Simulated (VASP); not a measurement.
Set up this calculation in VASP 6.6.1, as the native input.

- Task: relaxation of cell and atoms
- Functional: RPBE
- Dispersion: D3(BJ)
- Potentials or basis: VASP PAW PBE potentials, release 64 (Hf_pv, O)
- Cutoff: 600 eV
- k mesh: 8 × 8 × 5
- Occupations: fermi-dirac, width 0.05 eV
- Spin: no spin polarisation
- Dipole correction: no
- Further INCAR settings: ALGO = Normal; EDIFF = 1e-07; IBRION = 2; EDIFFG = -0.01; NSW = 60; ISIF = 3

The structure of HfO2 lies in POSCAR:

```
HfO2
1.0
    3.5580193300      0.0000000000      0.0000000000
    0.0000000000      3.5580193300      0.0000000000
    0.0000000000      0.0000000000      5.1718612100
Hf O
2 4
Direct
    0.0000000000      0.0000000000      0.0000000000
    0.5000000000      0.5000000000      0.5000000000
    0.0000000000      0.5000000000      0.1972078800
    0.5000000000      0.0000000000      0.3027921200
    0.5000000000      0.0000000000      0.8027921200
    0.0000000000      0.5000000000      0.6972078800
```

These files were run (other wordings do the same):

INCAR

```
SYSTEM = HfO2
  ALGO = Normal
  EDIFF = 1E-7
  EDIFFG = -0.01
  ENCUT = 600
  GGA = RP
  GGA_COMPAT = .False.
  IBRION = 2
  ISIF = 3
  ISMEAR = -1
  IVDW = 12
  LASPH = .True.
  LCHARG = .False.
  LREAL = .False.
  LWAVE = .False.
  NELM = 120
  NELMIN = 4
  NSW = 60
  PREC = Accurate
  SIGMA = 0.05
```

KPOINTS

```
k-points
0
Gamma
  8 8 5
  0 0 0
```

Potentials or basis: VASP PAW PBE potentials, release 64 (Hf_pv, O).

The run is started by

```sh
$ cat potpaw_PBE.64/Hf_pv/POTCAR potpaw_PBE.64/O/POTCAR > POTCAR
$ mpirun -np 1 vasp_std > vasp.out
```

Results of the run:

```
Relaxed volume                        : 10.24 Å³/atom
Relaxed cell                          : a = 3.505 Å, b = 3.505 Å, c = 4.999 Å, α = 90.00°, β = 90.00°, γ = 90.00°
Space group after relaxing (to 0.1 Å) : P4_2/nmc (No. 137)
Energy gained by relaxing             : 32.1 meV/atom
Ionic steps                           : 10
Pressure after relaxing               : 0.0 GPa
Band gap on the k mesh                : 4.62 eV (least direct gap 4.80 eV)
Dispersion energy per atom            : -1.390 eV
```

Caveat: the PAW data sets were made with another functional, which shifts forces and pressure a little; spin-orbit coupling is left out, which moves the levels of the heavy elements; an odd mesh through Γ misses points on the zone boundary, where band edges can lie.

Run time: 12 min on 1 thread of Intel Xeon 8259CL, with other jobs on the host, peak memory 0.25 GiB.
